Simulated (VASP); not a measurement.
Here is a VASP 6.6.1 calculation.

POSCAR

```
ZnS
1.0
    3.6544528774      0.0000000000      0.0000000000
   -1.8272264387      3.1648490288      0.0000000000
    0.0000000000      0.0000000000      6.2457351521
Zn S
2 2
Direct
    0.3333333333      0.6666666667      0.0053880710
    0.6666666667      0.3333333333      0.5053880710
    0.3333333333      0.6666666667      0.3796119290
    0.6666666667      0.3333333333      0.8796119290
```

INCAR.step1

```
SYSTEM = ZnS
PREC = Accurate
ENCUT = 520
ISMEAR = 0
SIGMA = 0.05
LREAL = .False.
LASPH = .True.
NELM = 60
NBANDS = 26
GGA = PE
ALGO = Normal
EDIFF = 1E-4
LWAVE = .True.
LCHARG = .False.
```

File INCAR.step2:

```
SYSTEM = ZnS
PREC = Accurate
ENCUT = 520
EDIFF = 1E-6
ISMEAR = 0
SIGMA = 0.05
LREAL = .False.
LASPH = .True.
NELM = 60
ALGO = Normal
ISIF = 2
LWAVE = .False.
LCHARG = .False.
METAGGA = R2SCAN
LMIXTAU = .True.
NBANDS = 26
ISTART = 1
```

The input KPOINTS:

```
regular mesh
0
Gamma
  6 6 4
  0 0 0
```

Potentials or basis: VASP PAW PBE potentials, release 64 (Zn, S).

Launch:

```console
$ cat potpaw_PBE.64/Zn/POTCAR potpaw_PBE.64/S/POTCAR > POTCAR
$ cp INCAR.step1 INCAR
$ mpirun -np 1 vasp_std > vasp.out
$ cp INCAR.step2 INCAR
$ mpirun -np 1 vasp_std > vasp.out
```

Question: What does it give for the largest force?

Answer: 0.401 eV/Å.

Question: What does it give for the pressure?

Answer: 7.8 GPa.

Question: What does it give for the band gap on the k mesh?

Answer: 3.02 eV.

Forces on the atoms (eV/Å):
```
Zn   0.000  0.000  0.401
Zn   0.000  0.000  0.401
S    0.000  0.000 -0.401
S    0.000  0.000 -0.401
```

Caveat: the cell differs from its parent crystal (strain -0.040 along x and y, +0.000 along z); the cell stands under pressure; the PAW data sets were made with another functional, which shifts forces and pressure a little.
